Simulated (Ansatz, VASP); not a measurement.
# One calculation of Ni, two programs

Contents of INCAR:

```
SYSTEM = Ni
PREC     = Accurate       ! precision mode
ENCUT    = 520            ! plane-wave cutoff, eV
EDIFF    = 1E-7           ! SCF threshold, eV
ISMEAR   = 0              ! smearing method
SIGMA    = 0.1            ! smearing width, eV
LREAL    = .False.        ! projectors in reciprocal space
LASPH    = .True.         ! aspherical terms in the spheres
NELM     = 150            ! most SCF steps
ALGO     = Normal         ! electronic algorithm
ISIF     = 2              ! what is computed and relaxed
LWAVE    = .False.        ! write WAVECAR
LCHARG   = .False.        ! write CHGCAR
ISPIN    = 2              ! spin polarisation
MAGMOM   = 2 2 2 2        ! initial moments
LORBIT   = 11             ! projections on sites
LMAXMIX  = 4              ! l up to which the mixer works
GGA      = PE             ! functional
NBANDS   = 32             ! bands
```

KPOINTS

```
Automatic mesh
0
Gamma
  8 8 4
  0 0 0
```

POSCAR

```
Ni
1.0
    2.5175978157     -1.5014037883      0.0000000000
    2.5175978157      1.5014037883      0.0000000000
   -1.4050209890      0.0000000000      6.5149846980
Ni
4
Direct
    0.9680000000      0.6020000000      0.0997000000
    0.3980000000      0.0320000000      0.4003000000
    0.0320000000      0.3980000000      0.9003000000
    0.6020000000      0.9680000000      0.5997000000
```

Input for Ansatz:

```yaml
crystal:
  lattice:
    - [2.5175978157, -1.5014037883, 0.0]
    - [2.5175978157, 1.5014037883, 0.0]
    - [-1.405020989, 0.0, 6.514984698]
  atoms:
    - { symbol: Ni, position: [0.968, 0.602, 0.0997], spin: 2.0 }
    - { symbol: Ni, position: [0.398, 0.032, 0.4003], spin: 2.0 }
    - { symbol: Ni, position: [0.032, 0.398, 0.9003], spin: 2.0 }
    - { symbol: Ni, position: [0.602, 0.968, 0.5997], spin: 2.0 }
basis:
  ecutwfc: 420
kpoints:
  mp_grid: { grid: [8, 8, 4] }
hamiltonian:
  xc: pbe
scf:
  occupations: { method: gaussian, width: 0.1 }
  lower_state_search: "off"
output:
  forces: true
  stress: true
  eigenvalues: true
  populations: true
magnetization:
  spin_polarized: true
```

Alike in both runs: task single point; functional PBE; k mesh 8 × 8 × 4; occupations gaussian, width 0.1 eV; collinear spin.

|  | VASP | Ansatz |
| --- | --- | --- |
| version | VASP 6.6.1 | Ansatz 0.2.0 |
| potentials or method | VASP PAW PBE potentials, release 64 (Ni), cutoff 520 eV | scalar-relativistic, plane waves, PAW |
| valence electrons in the cell | 40 | 72 |

VASP gave:

- gap on the k mesh at the Fermi level (eV): none
- rms of the force components (eV/Å): 19.645
- net moment per atom (μB): 0.58
- size of the moment on the site where the two differ most (μB): 0.56

Task: What did Ansatz give for the same quantities?

Result: gap on the k mesh at the Fermi level (eV): none; rms of the force components (eV/Å): 27.816; net moment per atom (μB): 0.82; size of the moment on the site where the two differ most (μB): 0.68.

The net moments are unlike, so the other rows may belong to different states. Site moments also hang on the region over which each program counts them. Atom by atom the forces differ by 8.172 eV/Å (rms over components). A gap of «none» marks a metal or a gap that the smearing closes. VASP's potentials hold 40 valence electrons a cell and Ansatz's 72, so a difference there can come from the potentials and not from the codes.
